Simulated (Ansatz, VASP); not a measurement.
Cu3O2 in VASP and in Ansatz

```
CELL_PARAMETERS angstrom
3.20951 0.00000 0.00000
0.00000 3.20951 0.00000
0.00000 0.00000 5.87843
ATOMIC_POSITIONS crystal
Cu 0.50000 0.50000 0.50000
Cu 0.50000 0.50000 0.00000
Cu 0.00000 0.00000 0.50000
O 0.00000 0.00000 0.20103
O 0.00000 0.00000 0.79897
```

Alike in both runs: task relaxation of cell and atoms; functional PBE; k mesh 12 × 12 × 6; occupations gaussian, width 0.1 eV; no spin polarisation.

|  | VASP | Ansatz |
| --- | --- | --- |
| version | VASP 6.6.1 | Ansatz 0.2.0 |
| potentials or method | VASP PAW PBE potentials, release 64 (Cu, O), cutoff 600 eV | scalar-relativistic, plane waves, PAW |
| valence electrons in the cell | 45 | 69 |

Ansatz gave:

```
gap on the k mesh at the Fermi level, each at its own relaxed structure (eV) : none
relaxed volume (Å³/atom)                                                     : 12.11
relaxed length of the cell vector where the two differ most in proportion (Å)              : 5.880
```

Problem. Which values does VASP return?

Solution. gap on the k mesh at the Fermi level, each at its own relaxed structure (eV): none; relaxed volume (Å³/atom): 12.13; relaxed length of the cell vector where the two differ most in proportion (Å): 5.891.

A gap of «none» marks a metal or a gap that the smearing closes. VASP's potentials hold 45 valence electrons a cell and Ansatz's 69, so a difference there can come from the potentials and not from the codes.
